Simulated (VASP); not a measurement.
A run of VASP 6.6.1 is set up as follows.

INCAR

```
SYSTEM = Ag
PREC = Accurate ; ENCUT = 520
EDIFF = 1E-6 ; ISMEAR = 1
SIGMA = 0.05 ; LREAL = .FALSE.
LASPH = .TRUE. ; NELM = 150
ALGO = Normal ; ISIF = 2
LWAVE = .FALSE. ; LCHARG = .FALSE.
MAGMOM = 0 0 0 ; LORBIT = 11
LSORBIT = .TRUE. ; GGA_COMPAT = .FALSE.
LORBMOM = .TRUE. ; LMAXMIX = 4
LDAU = .TRUE. ; LDAUTYPE = 2
LDAUL = 2 ; LDAUU = 6
LDAUJ = 0 ; LDAUPRINT = 1
GGA = PS ; IVDW = 12
NBANDS = 22
```

File KPOINTS:

```
Automatic mesh
0
G
  11 11 11
  0 0 0
```

Contents of POSCAR:

```
Ag
1.0
    0.0000000000      2.0112972693      2.0112972693
    2.0112972693      0.0000000000      2.0112972693
    2.0112972693      2.0112972693      0.0000000000
Ag
1
Direct
    0.0000000000      0.0000000000      0.0000000000
```

Potentials or basis: VASP PAW PBE potentials, release 64 (Ag).

Launch:

```bash
$ cat potpaw_PBE.64/Ag/POTCAR > POTCAR
$ mpirun -np 1 vasp_ncl > vasp.out
```

(1) Predict the pressure.

(2) Estimate the net moment.

## Answers

(1) -6.5 GPa.

(2) 0.00 μB per cell.

Caveat: the cell stands under tension; the PAW data sets were made with another functional, which shifts forces and pressure a little; the U is typed as a test and isn't derived for this compound.
